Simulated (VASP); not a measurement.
Cu, 1 atom in the cell. The structure is hexagonal, space group P6/mmm (No. 191). The conventional cell has a = 2.388 Å, b = 2.388 Å, c = 2.245 Å, α = 90.00°, β = 90.00°, γ = 120.00°. Within 3.0 Å of Cu (site symmetry 6/mmm) lie 8 Cu at 2.24 to 2.39 Å. 

| Property | Result |
| --- | --- |
| Program | VASP 6.6.1 |
| Task | relaxation of cell and atoms |
| Functional | PBE |
| Potentials or basis | VASP PAW PBE potentials, release 64 (Cu) |
| Cutoff | 600 eV |
| k mesh | 18 × 18 × 17 |
| Occupations | fermi-dirac, width 0.1 eV |
| Spin | no spin polarisation |
| Target pressure | 20 GPa |
| Dipole correction | no |
| Further INCAR settings | ALGO = Normal; EDIFF = 1e-06; IBRION = 2; EDIFFG = -0.005; NSW = 60; ISIF = 3 |

Potentials or basis: VASP PAW PBE potentials, release 64 (Cu).

The run is started by

```bash
$ cat potpaw_PBE.64/Cu/POTCAR > POTCAR
$ mpirun -np 1 vasp_std > vasp.out
```

Hardware: 1 thread of Intel(R) Xeon(R) Platinum 8488C (Sapphire Rapids), with other jobs on the host.

Q: Estimate the wall time of this run.

A: It took 110 s on 1 thread of Intel(R) Xeon(R) Platinum 8488C (Sapphire Rapids), with other jobs on the host, peak memory 0.18 GiB. Counts: scf iterations 70, k points 333, ion steps 12.
